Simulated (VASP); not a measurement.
A run of VASP 6.6.1:

File INCAR:

```
SYSTEM = SiC3
PREC = Accurate
ENCUT = 520
EDIFF = 1E-6
ISMEAR = 0
SIGMA = 0.1
LREAL = .FALSE.
LASPH = .TRUE.
NELM = 80
ALGO = Normal
ISIF = 2
LWAVE = .FALSE.
LCHARG = .TRUE.
GGA = PE
LELF = .TRUE.
LVHAR = .TRUE.
NBANDS = 16
```

KPOINTS

```
Automatic mesh
0
G
  6 6 2
  0 0 0
```

File POSCAR:

```
SiC3
1.0
    2.5165884397      0.0000000027      0.0000000000
   -1.2582942222      2.1794295183      0.0000000000
    0.0000000000      0.0000000000      6.5636660218
Si C
1 3
Direct
    0.3333333333      0.6666666667      0.5000000000
    0.3333333333      0.6666666667      0.0000000000
    0.6666666667      0.3333333333      0.1305866599
    0.6666666667      0.3333333333      0.8694133401
```

Potentials or basis: VASP PAW PBE potentials, release 64 (Si, C).

Launch:

```console
$ cat potpaw_PBE.64/Si/POTCAR potpaw_PBE.64/C/POTCAR > POTCAR
$ mpirun -np 1 vasp_std > vasp.out
```

Hardware: 1 thread of Intel(R) Xeon(R) 6975P-C (Granite Rapids), with other jobs on the host.

Problem. How long does it take, and how much memory?

Solution. Run time: 6.9 s on 1 thread of Intel(R) Xeon(R) 6975P-C (Granite Rapids) (shared host), peak memory 0.14 GiB. Counts: scf iterations 12, k points 14.
